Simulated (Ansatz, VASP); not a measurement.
**One calculation of InP, two programs**

```
CELL_PARAMETERS angstrom
0.00000 2.77020 2.77020
2.96411 0.00000 2.77020
2.96411 2.77020 0.00000
ATOMIC_POSITIONS crystal
In 0.99315 0.00685 0.00685
P 0.52540 0.47460 0.47460
```

Change from the starting cell: mode 4 frozen in at -0.141 Å, normal strain along x +0.0700.

Alike in both runs: task single point; functional PBE; k mesh 14 × 14 × 14; occupations gaussian, width 0.15 eV; no spin polarisation.

|  | VASP | Ansatz |
| --- | --- | --- |
| version | VASP 6.6.1 | Ansatz 0.2.0 |
| potentials or method | VASP PAW PBE potentials, release 64 (In_d, P), cutoff 520 eV | scalar-relativistic, plane waves, PAW |
| valence electrons in the cell | 18 | 18 |

Ansatz gave:

```
gap on the k mesh at the Fermi level (eV)                     : none
pressure (GPa)                                                : -3.3
traceless stress, the component that is largest in VASP (GPa) : -1.20
rms of the force components (eV/Å)                            : 0.064
```

What did VASP give for the same quantities?

gap on the k mesh at the Fermi level (eV): none; pressure (GPa): -3.3; traceless stress, the component that is largest in VASP (GPa): -1.19; rms of the force components (eV/Å): 0.063.

Atom by atom the forces differ by 0.001 eV/Å (rms over components). A gap of «none» marks a metal or a gap that the smearing closes.
